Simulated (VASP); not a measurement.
# AlN in VASP: further runs

AlN is run at these levels: PBE; tasks: relaxation of cell and atoms.

Everything below comes from runs of VASP 6.6.1. Logs are shortened: lines on timing, memory, paths and dates and some standing lists are left out, and cuts for length are marked.

## (1) The cell of the first run

It takes space group P4mm (No. 99, tetragonal). The conventional cell has a = 2.640 Å, b = 2.640 Å, c = 3.634 Å, α = 90.00°, β = 90.00°, γ = 90.00°. Within 2.4 Å of Al (site symmetry 4mm) lie 2 N at 1.81 to 1.82 Å. Within 2.4 Å of N (site symmetry 4mm) lie 2 Al at 1.81 to 1.82 Å.

## (2) Relaxation of cell and atoms, PBE

INCAR

```
SYSTEM = AlN
  ALGO = Normal
  EDIFF = 1E-7
  EDIFFG = -0.08
  ENCUT = 600
  GGA = PE
  GGA_COMPAT = .False.
  IBRION = 2
  ISIF = 3
  ISMEAR = 0
  LASPH = .True.
  LCHARG = .False.
  LREAL = .False.
  LWAVE = .False.
  NELM = 120
  NELMIN = 4
  NSW = 36
  PREC = Accurate
  SIGMA = 0.15
```

KPOINTS

```
k-points
0
Gamma
  5 5 4
  0 0 0
```

POSCAR

```
AlN
1.0
    2.6399774500      0.0000000000      0.0000000000
    0.0000000000      2.6399774500      0.0000000000
    0.0000000000      0.0000000000      3.6335191100
Al N
1 1
Direct
    0.5000000000      0.5000000000      0.7461573600
    0.5000000000      0.5000000000      0.2479907500
```

Potentials or basis: VASP PAW PBE potentials, release 64 (Al, N).

On the command line:

```bash
> cat potpaw_PBE.64/Al/POTCAR potpaw_PBE.64/N/POTCAR > POTCAR
> mpirun -np 1 vasp_std > vasp.out
```

OUTCAR:

```text
SYSTEM = AlN
   EDIFF = 1E-7
   EDIFFG = -0.08
   ENCUT = 600
   GGA = PE
   IBRION = 2
   ISIF = 3
   ISMEAR = 0
   LASPH = .True.
   LREAL = .False.
   NELM = 120
   NELMIN = 4
   NSW = 36
   PREC = Accurate

 ion  position               nearest neighbor table
   1  0.500  0.500  0.746-   2 1.81   2 1.82
   2  0.500  0.500  0.248-   1 1.81   1 1.82

  LATTYP: Found a simple tetragonal cell.
 ALAT       =     2.6399774500
 C/A-ratio  =     1.3763447525

  Lattice vectors:

 A1 = (   2.6399774500,   0.0000000000,   0.0000000000)
 A2 = (   0.0000000000,   2.6399774500,   0.0000000000)
 A3 = (   0.0000000000,   0.0000000000,   3.6335191100)

Analysis of symmetry for initial positions (statically):
=====================================================================
 Subroutine PRICEL returns:
 Original cell was already a primitive cell.

 Routine SETGRP: Setting up the symmetry group for a
 simple tetragonal supercell.

 Subroutine GETGRP returns: Found  8 space group operations
 (whereof  8 operations were pure point group operations)
 out of a pool of 16 trial point group operations.

The static configuration has the point symmetry C_4v.

Analysis of symmetry for dynamics (positions and initial velocities):
=====================================================================
 Subroutine PRICEL returns:
 Original cell was already a primitive cell.

 Routine SETGRP: Setting up the symmetry group for a
 simple tetragonal supercell.

 Subroutine GETGRP returns: Found  8 space group operations
 (whereof  8 operations were pure point group operations)
 out of a pool of 16 trial point group operations.

The dynamic configuration has the point symmetry C_4v.

 Subroutine INISYM returns: Found  8 space group operations
 (whereof  8 operations are pure point group operations),
 and found     1 'primitive' translations

----------------------------------------------------------------------------------------

                                     Primitive cell

  volume of cell :      25.3237

  direct lattice vectors                    reciprocal lattice vectors
     2.639977450  0.000000000  0.000000000     0.378791114  0.000000000  0.000000000
     0.000000000  2.639977450  0.000000000     0.000000000  0.378791114  0.000000000
     0.000000000  0.000000000  3.633519110     0.000000000  0.000000000  0.275215286

  length of vectors
     2.639977450  2.639977450  3.633519110     0.378791114  0.378791114  0.275215286

  position of ions in fractional coordinates (direct lattice)
     0.500000000  0.500000000  0.746157360
     0.500000000  0.500000000  0.247990750

  ion indices of the primitive-cell ions
   primitive index   ion index
                 1           1
                 2           2

----------------------------------------------------------------------------------------

 KPOINTS: k-points

Automatic generation of k-mesh.
 Grid dimensions read from file:
 generate k-points for:    5    5    4

 Generating k-lattice:

  Cartesian coordinates                     Fractional coordinates (reciprocal lattice)
     0.075758223  0.000000000  0.000000000     0.200000000  0.000000000  0.000000000
     0.000000000  0.075758223  0.000000000     0.000000000  0.200000000  0.000000000
     0.000000000  0.000000000  0.068803821     0.000000000  0.000000000  0.250000000

  Length of vectors
     0.075758223  0.075758223  0.068803821

  Shift w.r.t. Gamma in fractional coordinates (k-lattice)
     0.000000000  0.000000000  0.000000000

 Subroutine IBZKPT returns following result:
 ===========================================

 Found     18 irreducible k-points:

 Following reciprocal coordinates:
            Coordinates               Weight
  0.000000  0.000000  0.000000      1.000000
  0.200000  0.000000  0.000000      4.000000
  0.400000  0.000000  0.000000      4.000000
  0.200000  0.200000  0.000000      4.000000
  0.400000  0.200000  0.000000      8.000000
  0.400000  0.400000  0.000000      4.000000
[... 10 lines left out ...]
  0.400000  0.200000  0.500000      8.000000
  0.400000  0.400000  0.500000      4.000000
   k-points           NKPTS =     18   k-points in BZ     NKDIM =     18   number of bands    NBANDS=      8
   number of dos      NEDOS =    301   number of ions     NIONS =      2
   total plane-waves  NPLWV =  17280
   dimension x,y,z NGX =    24 NGY =   24 NGZ =   30
   dimension x,y,z NGXF=    48 NGYF=   48 NGZF=   60
   ions per type =               1   1
   NGX,Y,Z   is equivalent  to a cutoff of  15.11, 15.11, 13.73 a.u.
   NGXF,Y,Z  is equivalent  to a cutoff of  30.23, 30.23, 27.45 a.u.
 SYSTEM =  AlN
   PREC   = accura    normal or accurate (medium, high low for compatibility)
   ISTART =      0    job   : 0-new  1-cont  2-samecut
   ICHARG =      2    charge: 1-file 2-atom 10-const
   ISPIN  =      1    spin polarized calculation?
   LNONCOLLINEAR =      F non collinear calculations
   LSORBIT =      F    spin-orbit coupling
[... 34 lines left out ...]
 conjugate gradient relaxation of ions
 non-spin polarized calculation
 Gauss-broadening in eV      SIGMA  =   0.15
  energy-cutoff  :      600.00
  volume of cell :       25.32
 maximum number of plane-waves:       863
 NGX is ok and might be reduce to    24

--------------------------------------- Ionic step        1  -------------------------------------------

 number of electron       7.9999999 magnetization

 Free energy of the ion-electron system (eV)
  ---------------------------------------------------
  ext. energy  EPLUGINS =         0.00000000
  ---------------------------------------------------
  free energy    TOTEN  =        -9.98055697 eV

  energy without entropy =       -9.97350778  energy(sigma->0) =       -9.97703237

 E-fermi :   5.5943     XC(G=0): -10.3402

 val. band max:        5.4320798474   @ k =   0.4000   0.0000   0.0000
 cond. band min:       5.6114485429   @ k =   0.2000   0.2000   0.0000
 fundamental gap:      0.1793686955
 Fermi energy:         5.5943054084

 k-point     1 :       0.0000    0.0000    0.0000
  band No.  band energies     occupation
      1     -10.0819      2.00000
      2       0.2550      2.00000
      3       1.4112      2.00000
      4       5.9392      0.00115
      5       5.9392      0.00115
      6      14.6107      0.00000
      7      17.1078      0.00000
      8      17.4365      0.00000
[... 218 lines left out ...]
  energy  without entropy=       -9.9735077770  energy(sigma->0) =       -9.97703237

--------------------------------------- Ionic step        2  -------------------------------------------

 number of electron       8.0000001 magnetization

 E-fermi :   4.8733     XC(G=0):  -9.8954

 val. band max:        4.8359433711   @ k =   0.0000   0.0000   0.2500
 cond. band min:       4.9081871316   @ k =   0.2000   0.2000   0.0000
 fundamental gap:      0.0722437605
 Fermi energy:         4.8733087728

 k-point     1 :       0.0000    0.0000    0.0000
  band No.  band energies     occupation
      1     -10.4895      2.00000
      2      -0.2240      2.00000
      3       1.1085      2.00000
      4       4.7622      1.70494
      5       4.7622      1.70494
      6      13.2005      0.00000
      7      15.7228      0.00000
      8      16.3260      0.00000
[... 250 lines left out ...]
  FREE ENERGIE OF THE ION-ELECTRON SYSTEM (eV)
  ---------------------------------------------------
  free  energy   TOTEN  =       -10.5250956403 eV

  energy  without entropy=      -10.5057091064  energy(sigma->0) =      -10.51540237

 E-fermi :  -0.2864     XC(G=0):  -6.6849

 val. band max:       -0.5560214358   @ k =   0.4000   0.0000   0.5000
 cond. band min:      -0.0859482492   @ k =   0.0000   0.0000   0.0000
 fundamental gap:      0.4700731867
 Fermi energy:        -0.2863513819

 k-point     1 :       0.0000    0.0000    0.0000
  band No.  band energies     occupation
      1     -13.6482      2.00000
      2      -3.1916      2.00000
      3      -1.2840      2.00000
      4      -1.2840      2.00000
      5      -0.0859      0.05884
      6       6.6358      0.00000
      7       8.1714      0.00000
      8       8.6617      0.00000
[... 177 lines left out ...]
 k-point    18 :       0.4000    0.4000    0.5000
  band No.  band energies     occupation
      1     -12.8565      2.00000
      2      -5.3889      2.00000
      3      -1.1795      2.00000
      4      -1.1719      2.00000
      5       2.7395      0.00000
      6       3.0226      0.00000
      7       6.5396      0.00000
      8       7.4804      0.00000

[... ionic steps 4 to 20 ...]

--------------------------------------- Ionic step       21  -------------------------------------------

 number of electron       7.9999995 magnetization

------------------------ aborting loop because EDIFF is reached ----------------------------------------

  FORCE on cell =-STRESS in cart. coord.  units (eV):
  Direction    XX          YY          ZZ          XY          YZ          ZX
  --------------------------------------------------------------------------------------
  -------------------------------------------------------------------------------------
  Total       -0.0933489     -0.0933489     -0.3149859      0.0000000      0.0000000      0.0000000
  in kB       -3.5641181     -3.5641181    -12.0263552      0.0000000      0.0000000      0.0000000
  external PRESSURE =      -6.3848638 kB  Pullay stress =       0.0000000 kB
[... 57 lines left out ...]
  energy  without entropy=      -10.9010828986  energy(sigma->0) =      -10.90278639

--------------------------------------- Ionic step       23  -------------------------------------------

 number of electron       7.9999995 magnetization

 Free energy of the ion-electron system (eV)
  ---------------------------------------------------
  ext. energy  EPLUGINS =         0.00000000
  ---------------------------------------------------
  free energy    TOTEN  =       -10.90471496 eV

  energy without entropy =      -10.90131148  energy(sigma->0) =      -10.90301322

 E-fermi :   1.2819     XC(G=0):  -7.8137

 val. band max:        1.1888113741   @ k =   0.4000   0.0000   0.5000
 cond. band min:       1.7503855676   @ k =   0.2000   0.0000   0.0000
 fundamental gap:      0.5615741935
 Fermi energy:         1.2818595524

 k-point     1 :       0.0000    0.0000    0.0000
  band No.  band energies     occupation
      1     -12.4403      2.00000
      2      -2.1384      2.00000
      3       0.5097      2.00000
      4       0.5097      2.00000
      5       0.5383      2.00000
      6       8.4138      0.00000
      7      10.5888      0.00000
      8      11.1181      0.00000
[... 214 lines left out ...]
  FREE ENERGIE OF THE ION-ELECTRON SYSTEM (eV)
  ---------------------------------------------------
  free  energy   TOTEN  =       -10.9047149574 eV

  energy  without entropy=      -10.9013114759  energy(sigma->0) =      -10.90301322

 reached required accuracy - stopping structural energy minimisation
```

It took 33 s on 1 thread of Intel Xeon 6975P-C (Granite Rapids), shared host; peak memory 0.14 GiB.

Results:

| Quantity | Value |
| --- | --- |
| Free energy | -10.9047 eV |
| Relaxed volume | 20.83 Å³/atom |
| Relaxed cell | a = 3.510 Å, b = 3.510 Å, c = 3.381 Å, α = 90.00°, β = 90.00°, γ = 90.00° |
| Space group after relaxing (to 0.05 Å) | P4/mmm (No. 123) |
| Energy gained by relaxing | 462.1 meV/atom |
| Ionic steps | 23 |
| Pressure after relaxing | -0.2 GPa |
| Largest force after relaxing | 0.072 eV/Å |
| Band gap on the k mesh | zero (band 4 reaches 1.19 eV, above the bottom of band 5 at 0.54 eV) |

Forces in eV/Å, atoms in the order of the input:
```
Al   0.000  0.000  0.072
N    0.000  0.000 -0.072
```

Step by step:
```tsv
step	energy change (eV)	largest force (eV/Å)	pressure (GPa)	volume (Å³)
1	0.0000	0.1996	8.24	25.32
2	-0.1675	0.3960	3.20	27.76
3	-0.5445	2.5900	-2.93	35.59
4	0.3897	11.4666	0.13	53.44
5	-0.6090	3.1403	-3.10	37.86
6	-0.4560	6.5089	-2.57	45.57
7	-0.6303	3.8309	-3.31	39.76
8	-0.6763	3.7118	-3.47	40.48
9	-0.7808	3.2890	-3.47	42.65
10	-0.7967	2.0375	-2.14	47.04
11	-0.8228	2.7436	-2.91	44.89
12	-0.8613	2.0193	-2.97	44.44
13	-0.9137	0.0911	-2.65	43.11
14	-0.9139	0.2180	-2.60	43.03
15	-0.9186	0.2331	-1.73	42.76
16	-0.9214	0.2555	-0.45	42.38
17	-0.9215	0.2583	-0.31	42.33
18	-0.9223	0.0834	-0.27	42.26
19	-0.9227	0.1001	-0.22	42.18
20	-0.9231	0.0858	-0.33	42.13
21	-0.9236	0.0441	-0.64	41.96
22	-0.9239	0.0032	-0.44	41.84
23	-0.9242	0.0716	-0.16	41.66
```

Final structure:
```
CELL_PARAMETERS angstrom
3.51014 0.00000 0.00000
0.00000 3.51014 0.00000
0.00000 0.00000 3.38106
ATOMIC_POSITIONS crystal
Al 0.50000 0.50000 0.74689
N 0.50000 0.50000 0.24726
```

Caveat: the k points lie up to 0.46 Å⁻¹ apart in the final cell; the volume moved by over 15 % at a fixed basis, so the end points are rough; the relaxation stopped at a loose force limit of 0.08 eV/Å, so its end isn't a converged minimum.

## (3) Relaxation of cell and atoms, PBE

This run uses another cell than the first one, of 13.08 Å³/atom, 1.033 times its volume.

INCAR

```
SYSTEM = AlN
PREC = Accurate
ENCUT = 600
EDIFF = 1E-7
ISMEAR = 0
SIGMA = 0.15
LREAL = .FALSE.
LASPH = .TRUE.
NELM = 120
ALGO = Normal
ISIF = 3
LWAVE = .FALSE.
LCHARG = .FALSE.
GGA = PE
IBRION = 2
NSW = 36
EDIFFG = -0.08
GGA_COMPAT = .FALSE.
NELMIN = 4
```

KPOINTS

```
Automatic mesh
0
G
  5 5 4
  0 0 0
```

POSCAR

```
AlN
1.0
    2.7249955400      0.0000000000      0.0000000000
    0.0000000000      2.7249955400      0.0000000000
    0.0000000000      0.0000000000      3.5241993500
Al N
1 1
Direct
    0.0000000000      0.0000000000      0.0000000000
    0.5000000000      0.5000000000      0.5000000000
```

Potentials or basis: VASP PAW PBE potentials, release 64 (Al, N).

On the command line:

```bash
> cat potpaw_PBE.64/Al/POTCAR potpaw_PBE.64/N/POTCAR > POTCAR
> mpirun -np 1 vasp_std > vasp.out
```

It took 11 s on 1 thread of Intel Xeon 6975P-C (Granite Rapids), shared host; peak memory 0.14 GiB.

The run converged. Its results:

* Free energy: -11.3680 eV
* Relaxed volume: 8.95 Å³/atom
* Relaxed cell: a = 2.616 Å, b = 2.616 Å, c = 2.617 Å, α = 90.00°, β = 90.00°, γ = 90.00°
* Space group after relaxing (to 0.05 Å): Pm-3m (No. 221)
* Energy gained by relaxing: 893.0 meV/atom
* Ionic steps: 7
* Pressure after relaxing: -0.8 GPa
* Band gap on the k mesh: zero (band 4 reaches 10.74 eV, above the bottom of band 5 at 10.70 eV)

Stress tensor (GPa, compression positive):
```
-1.34  0.00  0.00
 0.00 -1.34  0.00
 0.00  0.00  0.22
```

Step by step:
```
step  energy change (eV)  largest force (eV/Å)  pressure (GPa)  volume (Å³)
   1              0.0000                0.0000          -22.70        26.17
   2             -1.6369                0.0000          -11.32        19.55
   3             -1.7663                0.0000           -3.90        18.30
   4             -1.5520                0.0000           29.59        15.89
   5             -1.7831                0.0000            0.01        17.86
   6             -1.7847                0.0000            1.77        17.68
   7             -1.7859                0.0000           -0.82        17.90
```

Final structure:
```
Al N
1.0
     2.61571    0.00000    0.00000
     0.00000    2.61571    0.00000
     0.00000    0.00000    2.61683
Al N
1 1
Direct
  0.00000 0.00000 0.00000
  0.50000 0.50000 0.50000
```

Levels at points of the mesh, in eV from the Fermi level:
```tsv
k point	band 1	band 2	band 3	band 4	band 5	band 6	band 7	band 8
(0.00, 0.00, 0.00)	-18.23	-1.59	-1.58	-1.58	0.68	6.29	6.31	15.46
(0.00, 0.00, 0.50)	-15.65	-10.10	-0.54	-0.54	4.48	7.22	9.95	11.79
```

Caveat: the k points lie up to 0.60 Å⁻¹ apart in the final cell; the volume moved by over 15 % at a fixed basis, so the end points are rough; the relaxation stopped at a loose force limit of 0.08 eV/Å, so its end isn't a converged minimum.

## (4) Relaxation of cell and atoms, PBE

This run uses another cell than the first one, of the same volume but with other edges.

INCAR

```
PREC     = Accurate       # precision mode
ENCUT    = 600            # plane-wave cutoff, eV
EDIFF    = 1E-7           # SCF threshold, eV
ISMEAR   = 0              # smearing method
SIGMA    = 0.15           # smearing width, eV
LREAL    = F              # projectors in reciprocal space
LASPH    = T              # aspherical terms in the spheres
NELM     = 120            # most SCF steps
ALGO     = Normal         # electronic algorithm
ISIF     = 3              # what is computed and relaxed
LWAVE    = F              # write WAVECAR
LCHARG   = F              # write CHGCAR
GGA      = PE             # functional
IBRION   = 2              # ionic algorithm
NSW      = 36             # ionic steps
EDIFFG   = -0.08          # ionic threshold
GGA_COMPAT= F            
NELMIN   = 4
```

KPOINTS

```
regular mesh
0
Gamma
  6 6 3
```

POSCAR

```
AlN
1.0
    2.4443741000      0.0000000000      0.0000000000
    0.0000000000      2.4443741000      0.0000000000
    0.0000000000      0.0000000000      4.2413410100
Al N
1 1
Direct
    0.0000000000      0.0000000000      0.5000000000
    0.0000000000      0.0000000000      0.0000000000
```

On the command line:

```bash
> cat potpaw_PBE.64/Al/POTCAR potpaw_PBE.64/N/POTCAR > POTCAR
> mpirun -np 1 vasp_std > vasp.out
```

Run time: 34 s. Hardware: 1 thread of Intel Xeon 6975P-C (Granite Rapids), shared host; peak memory 0.13 GiB.

Results (log left out):

```
Free energy                            : -10.7716 eV
Relaxed volume                         : 19.00 Å³/atom
Relaxed cell                           : a = 3.350 Å, b = 3.350 Å, c = 3.387 Å, α = 90.00°, β = 90.00°, γ = 90.00°
Space group after relaxing (to 0.05 Å) : P4/mmm (No. 123)
Energy gained by relaxing              : 865.6 meV/atom
Ionic steps                            : 20
Pressure after relaxing                : 0.0 GPa
Band gap on the k mesh                 : zero (band 4 reaches 1.83 eV, above the bottom of band 5 at 1.28 eV)
```

Step by step:
```tsv
step	energy change (eV)	largest force (eV/Å)	pressure (GPa)	volume (Å³)
1	0.0000	0.0000	-2.72	25.34
2	-0.5599	0.0000	4.84	24.40
3	13.0075	0.0000	336.84	19.60
4	-0.6079	0.0000	6.87	24.28
5	-0.6083	0.0000	33.21	23.23
6	-0.7145	0.0000	15.11	23.86
7	-0.7139	0.0000	23.46	23.53
8	-0.7267	0.0000	19.69	23.67
9	-0.9109	0.0000	20.04	25.38
10	-1.0885	0.0000	25.26	27.42
11	-0.6370	0.0000	45.10	31.29
12	-1.1493	0.0000	29.46	28.46
13	-1.3400	0.0000	23.18	30.10
14	-1.6659	0.0000	8.86	35.35
15	-1.7064	0.0000	3.69	38.11
16	-1.7267	0.0000	1.89	37.78
17	-1.7302	0.0000	0.78	37.55
18	-1.7302	0.0000	0.83	37.56
19	-1.7307	0.0000	0.62	37.67
20	-1.7312	0.0000	0.00	38.01
```

Final structure:
```xyz
2
Lattice="3.3500 0.0000 0.0000 0.0000 3.3500 0.0000 0.0000 0.0000 3.3869" Properties=species:S:1:pos:R:3 pbc="T T T"
Al    0.0000    0.0000    1.6934
N     0.0000    0.0000    0.0000
```

Levels at points of the mesh, in eV from the Fermi level:
```
           k point  band 2  band 3  band 4  band 5  band 6  band 7
(0.00, 0.00, 0.00)   -3.63   -1.13   -0.64   -0.64    7.29    9.62
(0.50, 0.00, 0.00)   -3.70   -3.40   -0.37    1.67    4.49   10.61
(0.50, 0.50, 0.00)   -3.22   -2.83   -2.83    3.90    5.73    6.02
```

Caveat: the k points lie up to 0.62 Å⁻¹ apart in the final cell; the volume moved by over 15 % at a fixed basis, so the end points are rough; the relaxation stopped at a loose force limit of 0.08 eV/Å, so its end isn't a converged minimum.

## (5) The runs side by side

| cell | k mesh | gap on the mesh (eV) | pressure (GPa) | relaxed volume (Å³/atom) |
| --- | --- | --- | --- | --- |
| relaxed from a = 2.640, b = 2.640, c = 3.634 Å, 2 atoms | 5 × 5 × 4 | none | -0.2 | 20.83 |
| relaxed from a = 2.725, b = 2.725, c = 3.524 Å, 2 atoms | 5 × 5 × 4 | none | -0.8 | - |
| relaxed from a = 2.444, b = 2.444, c = 4.241 Å, 2 atoms | 6 × 6 × 3 | none | 0.0 | 19.00 |

Alike in all rows: task relaxation of cell and atoms; level PBE; potentials or basis VASP PAW PBE potentials, release 64 (Al, N); no spin polarisation; cutoff (eV) 600; smearing gaussian 0.15 eV.

Caveats: all runs use coarse meshes; the volume moved by over 15 % at a fixed basis, so the end points are rough; the relaxation stopped at a loose force limit of 0.08 eV/Å, so its end isn't a converged minimum.

Total energies depend on the potentials used, so only differences within one code and one set of settings carry meaning.
